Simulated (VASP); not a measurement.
# MoS2: vibrations by perturbation theory with PBEsol

The system is MoS2.

```
Mo S
1.0
     3.22746    0.00000    0.00000
    -1.61373    2.79507    0.00000
     0.00000    0.00000    6.31247
Mo S
1 2
Direct
  0.00000 0.00000 0.50000
  0.66667 0.33333 0.74468
  0.33333 0.66667 0.25532
```

```yaml
Program: VASP 6.6.1
Task: vibrations by perturbation theory
Functional: PBEsol
Potentials_or_basis: VASP PAW PBE potentials, release 64 (Mo_sv, S)
Cutoff: 520 eV
k_mesh: 9 × 9 × 4
Occupations: fermi-dirac, width 0.05 eV
Spin: no spin polarisation
Dipole_correction: no
Further_INCAR_settings: ALGO = Normal; EDIFF = 1e-08; IBRION = 8; NSW = 1
```

```json
{"Highest phonon frequency at Γ, LO-TO splitting left out": "390 cm⁻¹"}
```

Phonon frequencies in cm⁻¹ (negative: imaginary):
```
              q point                    frequencies
(0.000, 0.000, 0.000)  0 0 0 201 201 260 260 359 390
```

Run time: 5.3 min on 1 thread of Intel(R) Xeon(R) Platinum 8488C (Sapphire Rapids), on a shared host, peak memory 0.44 GiB.

Caveat: the cell wasn't relaxed at this level first, which shifts response properties.
